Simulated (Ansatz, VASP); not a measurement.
# CuF in VASP and in Ansatz

```
Cu F
1.0
     2.87111    0.00000    0.00000
    -1.43556    2.48645    0.00000
     0.00000    0.00000    6.80011
Cu F
2 2
Direct
  0.00000 0.00000 0.04582
  0.33333 0.66667 0.54582
  0.00000 0.00000 0.32918
  0.33333 0.66667 0.82918
```

Alike in both runs: functional PBE; k mesh 9 × 9 × 4; occupations gaussian, width 0.1 eV; no spin polarisation.

Ansatz relaxed the structure, and its values are those at the end. VASP's run is a single point on that final structure, the one shown.

|  | VASP | Ansatz |
| --- | --- | --- |
| version | VASP 6.6.1 | Ansatz 0.2.0 |
| potentials or method | VASP PAW PBE potentials, release 64 (Cu_sv_GW, F_h), cutoff 1350 eV | scalar-relativistic, plane waves, PAW |
| valence electrons in the cell | 52 | 52 |

Ansatz gave:

| Quantity | Value |
| --- | --- |
| pressure (GPa) | -0.1 |
| rms of the force components (eV/Å) | 0.005 |

Problem. Which values does VASP return?

Solution. Pressure (GPa): -0.4; rms of the force components (eV/Å): 0.002.
